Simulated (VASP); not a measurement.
Write the native input for VASP 6.6.1 that does the following.

- Task: single point
- Functional: PBE
- Potentials or basis: VASP PAW PBE potentials, release 64 (Pt)
- Cutoff: 500 eV
- k mesh: 10 × 10 × 10
- Occupations: fermi-dirac, width 0.1 eV
- Spin: no spin polarisation
- Dipole correction: no
- Further INCAR settings: ALGO = Normal; EDIFF = 1e-06; NBANDS = 11

The structure of Pt lies in POSCAR:

```
Pt
1.0
   -1.6353588045      1.6353588045      1.6353588045
    1.6353588045     -1.6353588045      1.6353588045
    1.6353588045      1.6353588045     -1.6353588045
Pt
1
Direct
    0.0000000000      0.0000000000      0.0000000000
```

These files were run (other wordings do the same):

INCAR

```
SYSTEM = Pt
ALGO = Normal ; EDIFF = 1E-6
ENCUT = 500 ; GGA = PE
GGA_COMPAT = .FALSE. ; ISIF = 2
ISMEAR = -1 ; LASPH = .TRUE.
LCHARG = .FALSE. ; LREAL = .FALSE.
LWAVE = .FALSE. ; NBANDS = 11
NELM = 120 ; PREC = Accurate
SIGMA = 0.1
```

KPOINTS

```
k-points
0
G
  10 10 10
  0 0 0
```

Potentials or basis: VASP PAW PBE potentials, release 64 (Pt).

Command:

```bash
$ cat potpaw_PBE.64/Pt/POTCAR > POTCAR
$ mpirun -np 1 vasp_std > vasp.out
```

Results of the run:

* Pressure: -18.2 GPa
* Band gap on the k mesh: zero (band 5 reaches 9.29 eV, above the bottom of band 6 at 7.54 eV)

Caveat: spin-orbit coupling is left out, which moves the levels of the heavy elements.

Wall time 5.2 s on 1 thread of Intel(R) Xeon(R) Platinum 8488C (Sapphire Rapids) (shared host), peak memory 0.14 GiB.
